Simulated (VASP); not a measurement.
# PtSe2 (Sudovikovite) (P-3m1) in VASP: settings compared, part 2 of 2

VASP 6.6.1. Earlier steps stand in the parts before.

### 3 Single point, PBE

This run uses another cell than the first one, of 26.62 Å³/atom, 1.308 times its volume.

File INCAR:

```
  PREC = Accurate
  ENCUT = 520
  EDIFF = 1E-6
  ISMEAR = -1
  SIGMA = 0.05
  LREAL = F
  LASPH = T
  NELM = 100
  ALGO = Normal
  ISIF = 2
  LWAVE = F
  LCHARG = F
  GGA = PE
  NBANDS = 18
```

File KPOINTS:

```
Automatic mesh
0
Gamma
  8 8 5
```

File POSCAR:

```
PtSe2
1.0
    3.7512173834      0.0000000000      0.0000000000
   -1.8756086917      3.2486495491      0.0000000000
    0.0000000000      0.0000000000      6.5528436296
Pt Se
1 2
Direct
    0.0000000000      0.0000000000      0.0000000000
    0.6666666667      0.3333333333      0.8005554245
    0.3333333333      0.6666666667      0.1994445755
```

Potentials or basis: VASP PAW PBE potentials, release 64 (Pt, Se).

Launch:

```bash
$ cat potpaw_PBE.64/Pt/POTCAR potpaw_PBE.64/Se/POTCAR > POTCAR
$ mpirun -np 1 vasp_std > vasp.out
```

OUTCAR:

```text
PREC = Accurate
   ENCUT = 520
   EDIFF = 1E-6
   ISMEAR = -1
   LREAL = F
   LASPH = T
   NELM = 100
   ISIF = 2
   GGA = PE

 ion  position               nearest neighbor table
   1  0.000  0.000  0.000-   2 2.53   3 2.53   3 2.53   2 2.53   2 2.53   3 2.53
   2  0.667  0.333  0.801-   1 2.53   1 2.53   1 2.53
   3  0.333  0.667  0.199-   1 2.53   1 2.53   1 2.53

  LATTYP: Found a hexagonal cell.
 ALAT       =     3.7512173834
 C/A-ratio  =     1.7468578757

  Lattice vectors:

 A1 = (   3.7512173834,   0.0000000000,   0.0000000000)
 A2 = (  -1.8756086917,   3.2486495491,   0.0000000000)
 A3 = (   0.0000000000,   0.0000000000,   6.5528436296)

Analysis of symmetry for initial positions (statically):
=====================================================================
 Subroutine PRICEL returns:
 Original cell was already a primitive cell.

 Routine SETGRP: Setting up the symmetry group for a
 hexagonal supercell.

 Subroutine GETGRP returns: Found 12 space group operations
 (whereof 12 operations were pure point group operations)
 out of a pool of 24 trial point group operations.

The static configuration has the point symmetry D_3d.

Analysis of symmetry for dynamics (positions and initial velocities):
=====================================================================
 Subroutine PRICEL returns:
 Original cell was already a primitive cell.

 Routine SETGRP: Setting up the symmetry group for a
 hexagonal supercell.

 Subroutine GETGRP returns: Found 12 space group operations
 (whereof 12 operations were pure point group operations)
 out of a pool of 24 trial point group operations.

The dynamic configuration has the point symmetry D_3d.

 Subroutine INISYM returns: Found 12 space group operations
 (whereof 12 operations are pure point group operations),
 and found     1 'primitive' translations

----------------------------------------------------------------------------------------

[... 113 lines left out ...]
     AMIX     =   0.40;   BMIX     =  1.00
     AMIX_MAG =   1.60;   BMIX_MAG =  1.00
  volume/ion in A,a.u.               =      26.62       179.63
  Fermi-wavevector in a.u.,A,eV,Ry     =   1.065240  2.013012 15.439021  1.134736
  Thomas-Fermi vector in A             =   2.200785
   LORBIT       =      0    0 simple, 1 ext, 2 COOP (PROOUT), +10 PAW based schemes
   GGA     = PE    functional components
   LHFCALC =     F    Hartree Fock is set to
   AEXX    =    0.0000 exact exchange contribution
   IVDW    =     0    specifies the selected vdW correction
   LEPSILON=     F    determine dielectric tensor
   LRPA    =     F    only Hartree local field effects (RPA)
 non-spin polarized calculation
  energy-cutoff  :      520.00
  volume of cell :       79.86
 maximum number of plane-waves:      2167
   NGX = 13   NGY = 13   NGZ = 25

 number of electron      21.9999996 magnetization

 Free energy of the ion-electron system (eV)
  ---------------------------------------------------
  ext. energy  EPLUGINS =         0.00000000
  ---------------------------------------------------
  free energy    TOTEN  =       -14.30360049 eV

  energy without entropy =      -14.30359220  energy(sigma->0) =      -14.30359634

 E-fermi :   3.4459     XC(G=0):  -8.9397

 val. band max:        2.9957401598   @ k =   0.1250   0.1250   0.0000
 cond. band min:       3.8862758847   @ k =   0.0000   0.2500   0.4000
 fundamental gap:      0.8905357249
 Fermi energy:         3.4459226206

 k-point     1 :       0.0000    0.0000    0.0000
  band No.  band energies     occupation
      1     -11.2007      2.00000
      2      -9.3725      2.00000
      3      -2.3975      2.00000
      4      -2.2826      2.00000
      5      -2.2826      2.00000
      6      -0.0472      2.00000
[... 481 lines left out ...]
      5      -1.6092      2.00000
      6      -0.8818      2.00000
[... 10 lines left out ...]
     17      11.9532      0.00000
     18      12.4179      0.00000

 [... further k-points ...]

------------------------ aborting loop because EDIFF is reached ----------------------------------------

  FORCE on cell =-STRESS in cart. coord.  units (eV):
  Direction    XX          YY          ZZ          XY          YZ          ZX
  --------------------------------------------------------------------------------------
  -------------------------------------------------------------------------------------
  Total       -0.0248871     -0.0248871     -0.0143665      0.0000000      0.0000000      0.0000000
  in kB       -0.4993202     -0.4993202     -0.2882415      0.0000000      0.0000000      0.0000000
  external PRESSURE =      -0.4289606 kB  Pullay stress =       0.0000000 kB

 VOLUME and BASIS-vectors are now :
 -----------------------------------------------------------------------------
  energy-cutoff  :      520.00
  volume of cell :       79.86
      direct lattice vectors                 reciprocal lattice vectors
     3.751217383  0.000000000  0.000000000     0.266580125  0.153910107  0.000000000
    -1.875608692  3.248649549  0.000000000     0.000000000  0.307820214  0.000000000
     0.000000000  0.000000000  6.552843630     0.000000000  0.000000000  0.152605503

 POSITION                                       TOTAL-FORCE (eV/Angst)
 -----------------------------------------------------------------------------------
      0.00000      0.00000      0.00000        -0.000000      0.000000      0.000000
      1.87561      1.08288      5.24591         0.000000      0.000000      0.002343
     -0.00000      2.16577      1.30693         0.000000      0.000000     -0.002343
 -----------------------------------------------------------------------------------
    total drift:                               -0.000000     -0.000000      0.000000

  FREE ENERGIE OF THE ION-ELECTRON SYSTEM (eV)
  ---------------------------------------------------
  free  energy   TOTEN  =       -14.3036004853 eV

  energy  without entropy=      -14.3035922035  energy(sigma->0) =      -14.30359634
```

OSZICAR:

```text
N       E                     dE             d eps       ncg     rms          rms(c)
DAV:   1     0.115622587255E+03    0.11562E+03   -0.95860E+03  1448   0.104E+03
DAV:   2    -0.917304687037E+01   -0.12480E+03   -0.12038E+03  1770   0.206E+02
DAV:   3    -0.150986493785E+02   -0.59256E+01   -0.58893E+01  1828   0.455E+01
DAV:   4    -0.151527777241E+02   -0.54128E-01   -0.54108E-01  1758   0.470E+00
DAV:   5    -0.151535837511E+02   -0.80603E-03   -0.80600E-03  1806   0.548E-01    0.119E+01
DAV:   6    -0.145320619920E+02    0.62152E+00   -0.42812E+00  1492   0.191E+01    0.680E+00
DAV:   7    -0.143228455744E+02    0.20922E+00   -0.85644E-01  1468   0.898E+00    0.347E+00
DAV:   8    -0.143061193341E+02    0.16726E-01   -0.55028E-02  1674   0.160E+00    0.753E-01
DAV:   9    -0.143032424126E+02    0.28769E-02   -0.90884E-03  1624   0.920E-01    0.192E-01
DAV:  10    -0.143035812386E+02   -0.33883E-03   -0.16850E-03  1586   0.242E-01    0.536E-02
DAV:  11    -0.143035922270E+02   -0.10988E-04   -0.74959E-05  1852   0.739E-02    0.296E-02
DAV:  12    -0.143035997950E+02   -0.75680E-05   -0.22492E-05  1512   0.318E-02    0.369E-03
DAV:  13    -0.143036004853E+02   -0.69031E-06   -0.21374E-06  1718   0.944E-03
   1 F= -.14303600E+02 E0= -.14303596E+02  d E =-.828179E-05
```

stdout:

```text
POSCAR found type information on POSCAR PtSe
 POSCAR found :  2 types and       3 ions
 scaLAPACK will be used
 LDA part: xc-table for (Slater+PW92), standard interpolation
 POSCAR, INCAR and KPOINTS ok, starting setup
 FFT: planning ... GRIDC
 FFT: planning ... GRID_SOFT
 FFT: planning ... GRID
 WAVECAR not read
 entering main loop
```

It took 29 s on 1 thread of Intel Xeon 6975P-C (Granite Rapids), shared host; peak memory 0.21 GiB.

Results:

- Free energy: -14.3036 eV
- Pressure: 0.0 GPa
- Band gap on the k mesh: 0.89 eV, indirect (least direct gap 1.11 eV)

Forces on the atoms (eV/Å):
```
Pt   0.000  0.000  0.000
Se   0.000  0.000  0.002
Se   0.000  0.000 -0.002
```

Levels at points of the mesh, in eV from the valence-band top:
| k point | band 9 | band 10 | band 11 | band 12 | band 13 | band 14 |
| --- | --- | --- | --- | --- | --- | --- |
| (0.00, 0.00, 0.00) | -0.27 | -0.27 | -0.25 | 2.63 | 2.63 | 4.16 |
| (0.50, 0.00, 0.00) | -2.16 | -2.10 | -1.84 | 1.95 | 2.50 | 4.65 |

Caveat: spin-orbit coupling is left out, which moves the levels of the heavy elements; this functional lacks dispersion, which binds the layers, so the pressure and a relaxed spacing across them are unreliable. A k mesh can miss the band edges.

### 4 Relaxation of cell and atoms, BLYP+D3(BJ)

This run uses another cell than the first one, of 20.27 Å³/atom, 0.996 times its volume.

File INCAR:

```
PREC = Accurate ; ENCUT = 600
EDIFF = 1E-6 ; ISMEAR = -1
SIGMA = 0.05 ; LREAL = False
LASPH = True ; NELM = 60
ALGO = Normal ; ISIF = 3
LWAVE = False ; LCHARG = False
GGA = B5 ; ALDAX = 1.0
AGGAX = 1.0 ; AGGAC = 1.0
ALDAC = 0.0 ; IVDW = 12
VDW_S6 = 1.0 ; VDW_S8 = 2.6996
VDW_A1 = 0.4298 ; VDW_A2 = 4.2359
IBRION = 2 ; NSW = 60
EDIFFG = -0.01
```

KPOINTS is that of step 3.

File POSCAR:

```
PtSe2
1.0
    3.7240000000      0.0000000000      0.0000000000
   -1.8620000000      3.2250786037      0.0000000000
    0.0000000000      0.0000000000      5.0620000000
Pt Se
1 2
Direct
    0.0000000000      0.0000000000      0.0000000000
    0.6666666667      0.3333333333      0.7500000000
    0.3333333333      0.6666666667      0.2500000000
```

Launch:

```bash
$ cat potpaw_PBE.64/Pt/POTCAR potpaw_PBE.64/Se/POTCAR > POTCAR
$ mpirun -np 1 vasp_std > vasp.out
```

Wall time 6.9 min (1 thread of Intel Xeon 6975P-C (Granite Rapids), shared host); peak memory 0.23 GiB.

It converged, with:

* Free energy: -15.1771 eV
* Relaxed volume: 20.09 Å³/atom
* Relaxed cell: a = 3.793 Å, b = 3.793 Å, c = 4.838 Å, α = 90.00°, β = 90.00°, γ = 120.00°
* Space group after relaxing (to 0.05 Å): P-3m1 (No. 164)
* Energy gained by relaxing: 45.9 meV/atom
* Ionic steps: 22
* Pressure after relaxing: 0.0 GPa
* Band gap on the k mesh: zero (band 11 reaches 7.68 eV, above the bottom of band 12 at 6.89 eV)
* Dispersion energy per atom: -1.097 eV

Step by step:
```tsv
step	energy change (eV)	largest force (eV/Å)	pressure (GPa)	volume (Å³)
1	0.0000	1.1790	6.60	60.80
2	0.0870	0.6046	-9.13	68.44
3	-0.0854	0.3337	-1.09	63.75
4	-0.0855	0.3509	-0.93	63.68
5	-0.1011	0.2784	-0.74	62.99
6	-0.1278	0.0255	0.13	60.95
7	-0.1287	0.0541	0.44	60.41
8	-0.1341	0.1995	-0.91	60.47
9	-0.1343	0.1734	-0.68	60.46
10	-0.1344	0.0623	1.23	59.39
11	-0.1369	0.0563	0.26	59.93
12	-0.1374	0.0375	-0.18	60.19
13	-0.1374	0.0409	-0.09	60.14
14	-0.1375	0.0153	0.20	60.09
15	-0.1375	0.0026	0.09	60.10
16	-0.1376	0.0010	-0.02	60.21
17	-0.1376	0.0019	-0.04	60.23
18	-0.1376	0.0038	-0.10	60.28
19	-0.1376	0.0023	-0.05	60.25
20	-0.1376	0.0111	0.08	60.22
21	-0.1376	0.0101	0.05	60.23
22	-0.1376	0.0014	-0.05	60.28
```

Final structure:
```xyz
3
Lattice="3.7928 0.0000 0.0000 -1.8964 3.2847 0.0000 0.0000 0.0000 4.8384" Properties=species:S:1:pos:R:3 pbc="T T T"
Pt    3.7928    0.0000    4.8384
Se    1.8964    1.0949    3.5283
Se    0.0000    2.1898    1.3101
```

Levels at points of the mesh, in eV from the Fermi level:
```
           k point  band 7  band 8  band 9  band 10  band 11  band 12  band 13  band 14  band 15
(0.00, 0.00, 0.00)   -3.64   -2.46   -0.98    -0.98     0.70     0.90     0.90     3.69     3.99
(0.50, 0.00, 0.00)   -3.60   -3.47   -3.19    -3.16    -2.85     0.43     2.37     5.11     6.30
```

Caveat: the PAW data sets were made with another functional, which shifts forces and pressure a little; spin-orbit coupling is left out, which moves the levels of the heavy elements; pairwise dispersion overbinds metals, which lowers pressure and volume.

### 5 The runs side by side

```csv
task,level,cell,cutoff (eV),gap on the mesh (eV),pressure (GPa)
single point,BLYP+D4,"a = 3.796, b = 3.796, c = 4.894 Å, angles 90.0, 90.0, 120.0°, 3 atoms",520,none,0.6
single point,PBE,"a = 3.751, b = 3.751, c = 6.553 Å, angles 90.0, 90.0, 120.0°, 3 atoms",520,0.89,0.0
relaxation of cell and atoms,BLYP+D3(BJ),"relaxed from a = 3.724, b = 3.724, c = 5.062 Å, angles 90.0, 90.0, 120.0°, 3 atoms",600,none,0.0
```

Alike in all rows: potentials or basis VASP PAW PBE potentials, release 64 (Pt, Se); no spin polarisation; k mesh 8 × 8 × 5; smearing fermi-dirac 0.05 eV.

Caveats: spin-orbit coupling is left out, which moves the levels of the heavy elements; the PAW data sets were made with another functional, which shifts forces and pressure a little (some runs); pairwise dispersion overbinds metals, which lowers pressure and volume (some runs); this functional lacks dispersion, which binds the layers, so the pressure and a relaxed spacing across them are unreliable (some runs).

Absolute energies hang on the potentials; compare differences alone.
